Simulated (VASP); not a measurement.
KI:

```
CELL_PARAMETERS angstrom
6.38908 0.00000 0.00000
-3.19454 5.22978 0.00000
0.00000 0.00000 7.03911
ATOMIC_POSITIONS crystal
K 0.32934 0.65868 0.25000
K 0.67066 0.34132 0.75000
I 0.67146 0.34293 0.25000
I 0.32854 0.65707 0.75000
```

This cell differs from its parent crystal: uniaxial x strain +5.8%.

Base run:

* Program: VASP 6.6.1
* Functional: PBE
* Potentials or basis: VASP PAW PBE potentials, release 64 (K_sv, I)
* Cutoff: 520 eV
* k mesh: 6 × 6 × 4
* Occupations: fermi-dirac, width 0.02 eV
* Spin: no spin polarisation

Its results: band gap on the k mesh 3.72 eV, direct; pressure -0.2 GPa.

The run is repeated on the same cell with these changes: functional from PBE to r2SCAN; occupations from fermi-dirac, width 0.02 eV to gaussian, width 0.01 eV. What comes out?

Band gap on the k mesh 4.30 eV, direct; pressure -0.4 GPa.

Caveats: spin-orbit coupling is left out, which moves the levels of the heavy elements; the PAW data sets were made with another functional, which shifts forces and pressure a little (some runs).

A k mesh can miss the band edges.
